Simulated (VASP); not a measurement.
A run of VASP 6.6.1:

Contents of INCAR:

```
SYSTEM = Ti3NbAl2
PREC = Accurate ; ENCUT = 520
EDIFF = 1E-6 ; ISMEAR = -1
SIGMA = 0.15 ; LREAL = .FALSE.
LASPH = .TRUE. ; NELM = 100
ALGO = Normal ; ISIF = 2
LWAVE = .FALSE. ; LCHARG = .TRUE.
GGA = PS ; LELF = .TRUE.
LVHAR = .TRUE. ; NBANDS = 36
```

Contents of KPOINTS:

```
Automatic mesh
0
G
  7 7 5
  0 0 0
```

Contents of POSCAR:

```
Ti3NbAl2
1.0
    4.5845400000      0.0000000000      0.0000000000
   -2.2922700000      3.9703300000      0.0000000000
    0.0000000000      0.0000000000      5.4675600000
Ti Al Nb
3 2 1
Direct
    0.3333333333      0.6666666667      0.7283000000
    0.6603699609      0.3207399217      0.2717000000
    0.0000000000      0.0000000000      0.0000000000
    0.3333333333      0.6666666667      0.2335100000
    0.6666666667      0.3333333333      0.7664900000
    0.0000000000      0.0000000000      0.5000000000
```

Potentials or basis: VASP PAW PBE potentials, release 64 (Ti_sv, Al, Nb_sv).

Run with:

```console
$ cat potpaw_PBE.64/Ti_sv/POTCAR potpaw_PBE.64/Al/POTCAR potpaw_PBE.64/Nb_sv/POTCAR > POTCAR
$ mpirun -np 1 vasp_std > vasp.out
```

Hardware: 1 thread of Intel Xeon 8259CL, with other jobs on the host.

**Question.** How long does it take, and how much memory?

**Answer.** It took 9.3 min on 1 thread of Intel Xeon 8259CL, with other jobs on the host, peak memory 0.38 GiB. Counts: scf iterations 17, k points 72.
